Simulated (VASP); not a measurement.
Al2O3, 10 atoms in the cell. It takes space group R-3c (No. 167, trigonal). Conventional cell: a = 4.688 Å, b = 4.688 Å, c = 13.780 Å, α = 90.00°, β = 90.00°, γ = 120.00°. Within 2.5 Å of Al (site symmetry 3) lie 6 O at 1.86 to 2.01 Å. O (site symmetry 2) has 4 Al at 1.86 to 2.01 Å and 2 O at 2.49 Å within 2.5 Å.  This cell differs from its parent crystal: strain -0.025 along x and y, +0.050 along z.

```yaml
Program: VASP 6.6.1
Task: single point
Functional: PBE
Potentials_or_basis: VASP PAW PBE potentials, release 64 (Al, O)
Cutoff: 520 eV
k_mesh: 6 × 6 × 6
Occupations: gaussian, width 0.05 eV
Spin: no spin polarisation
Dipole_correction: no
Further_INCAR_settings: ALGO = Normal; EDIFF = 1e-06; NBANDS = 35
```

Potentials or basis: VASP PAW PBE potentials, release 64 (Al, O).

The run is started by

```console
$ cat potpaw_PBE.64/Al/POTCAR potpaw_PBE.64/O/POTCAR > POTCAR
$ mpirun -np 1 vasp_std > vasp.out
```

Hardware: 1 thread of Intel(R) Xeon(R) 6975P-C (Granite Rapids), on a shared host.

**Question.** Estimate the wall time of this run.

**Answer.** Run time: 60 s on 1 thread of Intel(R) Xeon(R) 6975P-C (Granite Rapids), on a shared host, peak memory 0.26 GiB. Counts: scf iterations 13, k points 32.
